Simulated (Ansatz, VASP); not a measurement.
## Two plane-wave programs on In2C

```
CELL_PARAMETERS angstrom
3.56733 0.00000 0.00000
-1.78367 3.08940 0.00000
0.00000 0.00000 5.01375
ATOMIC_POSITIONS crystal
In 0.33333 0.66667 0.75416
In 0.66667 0.33333 0.24584
C 0.00000 0.00000 0.00000
```

Change from the starting cell: species swapped into the ZnCo2 type (P-3m1, No. 164).

Alike in both runs: functional PBE; k mesh 6 × 6 × 4; occupations gaussian, width 0.1 eV; no spin polarisation.

Ansatz relaxed the structure, and its values are those at the end. VASP's run is a single point on that final structure, the one shown.

```csv
,VASP,Ansatz
version,VASP 6.6.1,Ansatz 0.2.0
potentials or method,"VASP PAW PBE potentials, release 64 (In_d, C), cutoff 520 eV","scalar-relativistic, plane waves, PAW"
valence electrons in the cell,30,30
```

Ansatz gave:

| Quantity | Value |
| --- | --- |
| gap on the k mesh at the Fermi level (eV) | none |
| pressure (GPa) | 0.1 |
| rms of the force components (eV/Å) | 0.003 |

Task: What did VASP give for the same quantities?

Result: gap on the k mesh at the Fermi level (eV): none; pressure (GPa): 0.1; rms of the force components (eV/Å): 0.006.

A gap of «none» marks a metal or a gap that the smearing closes. The functional is the same, so the differences come from potentials, cutoffs and numerics.
